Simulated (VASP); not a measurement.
# Cd (Im-3m) in VASP: notebook

The runs below take Cd through single point, with PBE.

All numbers are computed with VASP 6.6.1; they aren't measurements. Logs are shortened: lines on timing, memory, paths and dates and some standing lists are left out, and cuts for length are marked.

### Step 1. The cell of the first run

It takes space group Im-3m (No. 229, cubic). Conventional cell: a = 2.655 Å, b = 2.655 Å, c = 2.655 Å, α = 90.00°, β = 90.00°, γ = 90.00°. Within 3.0 Å of Cd (site symmetry m-3m) lie 14 Cd at 2.30 to 2.66 Å.

This isn't the form of Cd at room conditions, which is hcp.

### Step 2. Single point, PBE (9.36 Å³/atom)

Input file POSCAR:

```
Cd
1.0
   -1.3276898689      1.3276898689      1.3276898689
    1.3276898689     -1.3276898689      1.3276898689
    1.3276898689      1.3276898689     -1.3276898689
Cd
1
Direct
    0.0000000000      0.0000000000      0.0000000000
```

Input file INCAR.step1:

```
ALGO = Normal
EDIFF = 1E-6
ENCUT = 520
GGA = PE
ISIF = 2
ISMEAR = -1
LASPH = True
LCHARG = True
LREAL = False
LWAVE = False
NBANDS = 12
NELM = 100
PREC = Accurate
SIGMA = 0.05
```

Input file KPOINTS.step1:

```
k-points
0
Gamma
  17 17 17
```

Input file INCAR.step2:

```
ALGO = Normal
EDIFF = 1E-6
ENCUT = 520
GGA = PE
ICHARG = 11
ISIF = 2
ISMEAR = -5
LASPH = True
LCHARG = False
LORBIT = 10
LREAL = False
LWAVE = False
NBANDS = 12
NEDOS = 1001
NELM = 100
PREC = Accurate
SIGMA = 0.05
```

Input file KPOINTS.step2:

```
k-points
0
Gamma
  26 26 26
```

Potentials or basis: VASP PAW PBE potentials, release 64 (Cd).

Run with:

```console
$ cat potpaw_PBE.64/Cd/POTCAR > POTCAR
$ cp INCAR.step1 INCAR
$ cp KPOINTS.step1 KPOINTS
$ mpirun -np 1 vasp_std > vasp.out
$ cp INCAR.step2 INCAR
$ cp KPOINTS.step2 KPOINTS
$ mpirun -np 1 vasp_std > vasp.out
```

OUTCAR:

```text
EDIFF = 1E-6
   ENCUT = 520
   GGA = PE
   ICHARG = 11
   ISIF = 2
   ISMEAR = -5
   LASPH = True
   LORBIT = 10
   LREAL = False
   NELM = 100
   PREC = Accurate

 ion  position               nearest neighbor table
   1  0.000  0.000  0.000-

  LATTYP: Found a body centered cubic cell.
 ALAT       =     2.6553797378

  Lattice vectors:

 A1 = (  -1.3276898689,   1.3276898689,   1.3276898689)
 A2 = (   1.3276898689,  -1.3276898689,   1.3276898689)
 A3 = (   1.3276898689,   1.3276898689,  -1.3276898689)

Analysis of symmetry for initial positions (statically):
=====================================================================
 Subroutine PRICEL returns:
 Original cell was already a primitive cell.

 Routine SETGRP: Setting up the symmetry group for a
 body centered cubic supercell.

 Subroutine GETGRP returns: Found 48 space group operations
 (whereof 48 operations were pure point group operations)
 out of a pool of 48 trial point group operations.

The static configuration has the point symmetry O_h .

Analysis of symmetry for dynamics (positions and initial velocities):
=====================================================================
 Subroutine PRICEL returns:
 Original cell was already a primitive cell.

 Routine SETGRP: Setting up the symmetry group for a
 body centered cubic supercell.

 Subroutine GETGRP returns: Found 48 space group operations
 (whereof 48 operations were pure point group operations)
 out of a pool of 48 trial point group operations.

The dynamic configuration has the point symmetry O_h .

 Subroutine INISYM returns: Found 48 space group operations
 (whereof 48 operations are pure point group operations),
 and found     1 'primitive' translations

----------------------------------------------------------------------------------------

                                     Primitive cell

  volume of cell :       9.3616

  direct lattice vectors                    reciprocal lattice vectors
    -1.327689869  1.327689869  1.327689869     0.000000000  0.376593971  0.376593971
     1.327689869 -1.327689869  1.327689869     0.376593971  0.000000000  0.376593971
     1.327689869  1.327689869 -1.327689869     0.376593971  0.376593971  0.000000000

  length of vectors
     2.299626310  2.299626310  2.299626310     0.532584301  0.532584301  0.532584301

  position of ions in fractional coordinates (direct lattice)
     0.000000000  0.000000000  0.000000000

  ion indices of the primitive-cell ions
   primitive index   ion index
                 1           1

----------------------------------------------------------------------------------------

 KPOINTS: k-points

Automatic generation of k-mesh.
 Grid dimensions read from file:
 generate k-points for:   26   26   26

 Generating k-lattice:

  Cartesian coordinates                     Fractional coordinates (reciprocal lattice)
     0.000000000  0.014484384  0.014484384     0.038461538  0.000000000  0.000000000
     0.014484384  0.000000000  0.014484384     0.000000000  0.038461538  0.000000000
     0.014484384  0.014484384  0.000000000     0.000000000  0.000000000  0.038461538

  Length of vectors
     0.020484012  0.020484012  0.020484012

  Shift w.r.t. Gamma in fractional coordinates (k-lattice)
     0.000000000  0.000000000  0.000000000

 TETIRR: Found  21036 inequivalent tetrahedra from   105456

 Subroutine IBZKPT returns following result:
 ===========================================

 Found    511 irreducible k-points:

 Following reciprocal coordinates:
            Coordinates               Weight
  0.000000  0.000000  0.000000      1.000000
  0.038462  0.000000  0.000000     12.000000
  0.076923  0.000000  0.000000     12.000000
  0.115385  0.000000  0.000000     12.000000
  0.153846  0.000000  0.000000     12.000000
  0.192308  0.000000  0.000000     12.000000
[... 16 lines left out ...]
  0.346154  0.038462 -0.000000     48.000000
  0.384615  0.038462 -0.000000     48.000000
 [... further k-points ...]
   k-points           NKPTS =    511   k-points in BZ     NKDIM =    511   number of bands    NBANDS=     12
   number of dos      NEDOS =   1001   number of ions     NIONS =      1
   total plane-waves  NPLWV =   5832
   dimension x,y,z NGX =    18 NGY =   18 NGZ =   18
   dimension x,y,z NGXF=    36 NGYF=   36 NGZF=   36
   ions per type =               1
   NGX,Y,Z   is equivalent  to a cutoff of  13.01, 13.01, 13.01 a.u.
   NGXF,Y,Z  is equivalent  to a cutoff of  26.03, 26.03, 26.03 a.u.
 SYSTEM =  unknown system
   PREC   = accura    normal or accurate (medium, high low for compatibility)
   ISTART =      0    job   : 0-new  1-cont  2-samecut
   ICHARG =     11    charge: 1-file 2-atom 10-const
   ISPIN  =      1    spin polarized calculation?
   LNONCOLLINEAR =      F non collinear calculations
   LSORBIT =      F    spin-orbit coupling
   LASPH  =      T    aspherical Exc in radial PAW
   ENCUT  =  520.0 eV  38.22 Ry    6.18 a.u.   4.28  4.28  4.28*2*pi/ulx,y,z
   NELM   =    100;   NELMIN=  2; NELMDL=  0     # of ELM steps
   EDIFF  = 0.1E-05   stopping-criterion for ELM
   LREAL  =      F    real-space projection
[... 7 lines left out ...]
   TEBEG  =    0.0;   TEEND  =   0.0 temperature during run
   PSTRESS=    0.0 pullay stress
   NELECT =      12.0000    total number of electrons
   NUPDOWN=      -1.0000    fix difference up-down
   EMIN   =  10.00;   EMAX   =-10.00  energy-range for DOS
   EFERMI =   0.00;   METHOD = LEGACY
   ISMEAR =    -5;   SIGMA  =   0.05  broadening in eV -4-tet -1-fermi 0-gaus
   EFERMI_NEDOS =   21; number of points for ismear=-14 and -15
   IALGO  =     38    algorithm
   IMIX   =      4    mixing-type and parameters
     AMIX     =   0.40;   BMIX     =  1.00
     AMIX_MAG =   1.60;   BMIX_MAG =  1.00
  volume/ion in A,a.u.               =       9.36        63.18
  Fermi-wavevector in a.u.,A,eV,Ry     =   1.778356  3.360605 43.029087  3.162549
  Thomas-Fermi vector in A             =   2.843565
   LORBIT       =     10    0 simple, 1 ext, 2 COOP (PROOUT), +10 PAW based schemes
   GGA     = PE    functional components
   LHFCALC =     F    Hartree Fock is set to
   AEXX    =    0.0000 exact exchange contribution
   IVDW    =     0    specifies the selected vdW correction
   LEPSILON=     F    determine dielectric tensor
   LRPA    =     F    only Hartree local field effects (RPA)
 non-spin polarized calculation
 Fermi weights with tetrahedron method with Bloechl corrections
  energy-cutoff  :      520.00
  volume of cell :        9.36
 maximum number of plane-waves:       261
 NGX is ok and might be reduce to    18

 number of electron      12.0000000 magnetization

 Free energy of the ion-electron system (eV)
  ---------------------------------------------------
  ext. energy  EPLUGINS =         0.00000000
  ---------------------------------------------------
  free energy    TOTEN  =         7.30489713 eV

  energy without entropy =        7.30489713  energy(sigma->0) =        7.30489713

 E-fermi :  16.2308     XC(G=0): -16.2601

 val. band max:       16.6293683925   @ k =   0.2692   0.2692   0.1923
 cond. band min:      15.8774085779   @ k =  -0.3846  -0.3846   0.1538
 fundamental gap:     -0.7519598146
 Fermi energy:        16.2307698124

 k-point     1 :       0.0000    0.0000    0.0000
  band No.  band energies     occupation
      1      -4.9733      2.00000
      2      -1.4973      2.00000
      3      -1.4973      2.00000
      4      -1.4973      2.00000
      5       1.4719      2.00000
      6       1.4719      2.00000
      7      31.5285      0.00000
      8      31.5285      0.00000
      9      31.5285      0.00000
     10      41.4335      0.00000
     11      41.4335      0.00000
     12      46.2346      0.00000

 k-point     2 :       0.0385    0.0000    0.0000
  band No.  band energies     occupation
      1      -4.8923      2.00000
      2      -1.5262      2.00000
      3      -1.4933      2.00000
      4      -1.4337      2.00000
      5       1.4366      2.00000
      6       1.4743      2.00000
      7      31.4450      0.00000
      8      31.5328      0.00000
      9      31.6147      0.00000
     10      40.9615      0.00000
     11      41.4816      0.00000
     12      45.6400      0.00000

 k-point     3 :       0.0769    0.0000    0.0000
  band No.  band energies     occupation
      1      -4.6572      2.00000
      2      -1.6105      2.00000
      3      -1.4795      2.00000
      4      -1.2447      2.00000
      5       1.3412      2.00000
      6       1.4821      2.00000
      7      31.1661      0.00000
      8      31.5136      0.00000
      9      31.8678      0.00000
     10      40.0347      0.00000
     11      41.5145      0.00000
     12      44.3343      0.00000
[... 286 lines left out ...]
 k-point    23 :       0.3462    0.0385   -0.0000
  band No.  band energies     occupation
      1      -4.0306      2.00000
      2      -2.9869      2.00000
      3       1.1898      2.00000
      4       1.6644      2.00000
      5       2.4564      2.00000
      6       3.9400      2.00000
      7      20.3171      0.00000
      8      26.5402      0.00000
      9      32.1406      0.00000
     10      36.3019      0.00000
     11      40.0962      0.00000
     12      43.4762      0.00000

 k-point    24 :       0.3846    0.0385   -0.0000
  band No.  band energies     occupation
      1      -4.2329      2.00000
      2      -3.1169      2.00000
      3       1.2906      2.00000
      4       1.7255      2.00000
      5       3.0470      2.00000
      6       5.1030      2.00000
      7      18.5760      0.00000
      8      25.9770      0.00000
      9      31.2011      0.00000
     10      36.6843      0.00000
     11      40.2732      0.00000
     12      43.5305      0.00000

 [... further k-points ...]
[... 5 lines left out ...]
  --------------------------------------------------------------------------------------
  -------------------------------------------------------------------------------------
  Total       28.0740280     28.0740280     28.0740280      0.0000000      0.0000000     -0.0000000
  in kB     4804.6902695   4804.6902695   4804.6902695      0.0000000      0.0000000     -0.0000000
  external PRESSURE =    4804.6902695 kB  Pullay stress =       0.0000000 kB

 VOLUME and BASIS-vectors are now :
 -----------------------------------------------------------------------------
  energy-cutoff  :      520.00
  volume of cell :        9.36
      direct lattice vectors                 reciprocal lattice vectors
    -1.327689869  1.327689869  1.327689869     0.000000000  0.376593971  0.376593971
     1.327689869 -1.327689869  1.327689869     0.376593971  0.000000000  0.376593971
     1.327689869  1.327689869 -1.327689869     0.376593971  0.376593971  0.000000000

 POSITION                                       TOTAL-FORCE (eV/Angst)
 -----------------------------------------------------------------------------------
      0.00000      0.00000      0.00000         0.000000     -0.000000      0.000000
 -----------------------------------------------------------------------------------
    total drift:                               -0.000000     -0.000000     -0.000000

  FREE ENERGIE OF THE ION-ELECTRON SYSTEM (eV)
  ---------------------------------------------------
  free  energy   TOTEN  =         7.3048971314 eV

  energy  without entropy=        7.3048971314  energy(sigma->0) =        7.30489713

 total charge

# of ion       s       p       d       tot
------------------------------------------
    1        0.745   1.261   9.831  11.837
```

Wall time 79 s (1 thread of Intel Xeon 8259CL, shared host); peak memory 0.21 GiB.

Results:

```yaml
Valence_electrons_inside_the_program's_atomic_spheres: Cd 11.84
```

### Step 3. Single point, PBE (9.36 Å³/atom)

POSCAR is that of step 2.

Input file INCAR.step1:

```
SYSTEM = Cd
PREC     = Accurate       ! precision mode
ENCUT    = 520            ! plane-wave cutoff, eV
EDIFF    = 1E-7           ! SCF threshold, eV
ISMEAR   = -1             ! smearing method
SIGMA    = 0.05           ! smearing width, eV
LREAL    = .FALSE.        ! projectors in reciprocal space
LASPH    = .TRUE.         ! aspherical terms in the spheres
NELM     = 80             ! most SCF steps
ALGO     = Normal         ! electronic algorithm
ISIF     = 2              ! what is computed and relaxed
LWAVE    = .FALSE.        ! write WAVECAR
LCHARG   = .TRUE.         ! write CHGCAR
GGA      = PE             ! functional
NBANDS   = 12             ! bands
```

Input file KPOINTS.step1:

```
Automatic mesh
0
G
  17 17 17
  0 0 0
```

Input file INCAR.step2:

```
SYSTEM = Cd
PREC     = Accurate       ! precision mode
ENCUT    = 520            ! plane-wave cutoff, eV
EDIFF    = 1E-7           ! SCF threshold, eV
ISMEAR   = -5             ! smearing method
SIGMA    = 0.05           ! smearing width, eV
LREAL    = .FALSE.        ! projectors in reciprocal space
LASPH    = .TRUE.         ! aspherical terms in the spheres
NELM     = 80             ! most SCF steps
ALGO     = Normal         ! electronic algorithm
ISIF     = 2              ! what is computed and relaxed
LWAVE    = .FALSE.        ! write WAVECAR
LCHARG   = .FALSE.        ! write CHGCAR
GGA      = PE             ! functional
LORBIT   = 11             ! projections on sites
NEDOS    = 2001           ! points of the DOS
ICHARG   = 11             ! starting density
```

Input file KPOINTS.step2:

```
Automatic mesh
0
G
  26 26 26
  0 0 0
```

Potentials or basis: VASP PAW PBE potentials, release 64 (Cd).

Run with:

```console
$ cat potpaw_PBE.64/Cd/POTCAR > POTCAR
$ cp INCAR.step1 INCAR
$ cp KPOINTS.step1 KPOINTS
$ mpirun -np 1 vasp_std > vasp.out
$ cp INCAR.step2 INCAR
$ cp KPOINTS.step2 KPOINTS
$ mpirun -np 1 vasp_std > vasp.out
```

It took 75 s on 1 thread of Intel Xeon 8259CL, shared host; peak memory 0.2 GiB.

It converged, with:

```
Valence electrons inside the program's atomic spheres : Cd 11.84
```

Levels at points of the mesh, in eV from the Fermi level:
```tsv
k point	band 2	band 3	band 4	band 5	band 6	band 7	band 8	band 9	band 10
(0.00, 0.00, 0.00)	-17.73	-17.73	-17.73	-14.76	-14.76	15.30	15.30	15.30	25.20
(0.50, 0.00, 0.00)	-19.51	-14.80	-14.40	-12.32	-9.61	-0.05	9.17	14.24	20.75
(0.50, 0.50, 0.50)	-21.07	-12.92	-12.92	-12.92	1.58	1.58	1.58	11.69	11.69
```
